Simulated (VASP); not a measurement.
Input of a VASP 6.6.1 run:

File INCAR:

```
ALGO = Normal
EDIFF = 1E-6
ENCUT = 520
GGA = PS
ISIF = 2
ISMEAR = -1
ISPIN = 2
LASPH = True
LCHARG = False
LMAXMIX = 4
LORBIT = 11
LREAL = False
LWAVE = False
MAGMOM = 1.5 0
NBANDS = 18
NELM = 150
NUPDOWN = 1.5
PREC = Accurate
SIGMA = 0.05
```

KPOINTS

```
k-points
0
Gamma
  10 10 10
```

File POSCAR:

```
FeO
1.0
   -1.6021034130      1.6021034130      2.0833922500
    1.6021034130     -1.6021034130      2.0833922500
    1.6021034130      1.6021034130     -2.0833922500
Fe O
1 1
Direct
    0.0000000000      0.0000000000      0.0000000000
    0.5000000000      0.5000000000      0.0000000000
```

Potentials or basis: VASP PAW PBE potentials, release 64 (Fe, O).

Command:

```sh
$ cat potpaw_PBE.64/Fe/POTCAR potpaw_PBE.64/O/POTCAR > POTCAR
$ mpirun -np 1 vasp_std > vasp.out
```

(1) Estimate the pressure.

Answers

(1) -34.1 GPa.

Caveat: the cell stands under tension; the PAW data sets were made with another functional, which shifts forces and pressure a little; the total moment is fixed, so each spin has its own Fermi level; a cell with one magnetic atom can't hold antiferromagnetic order, which such compounds often take.
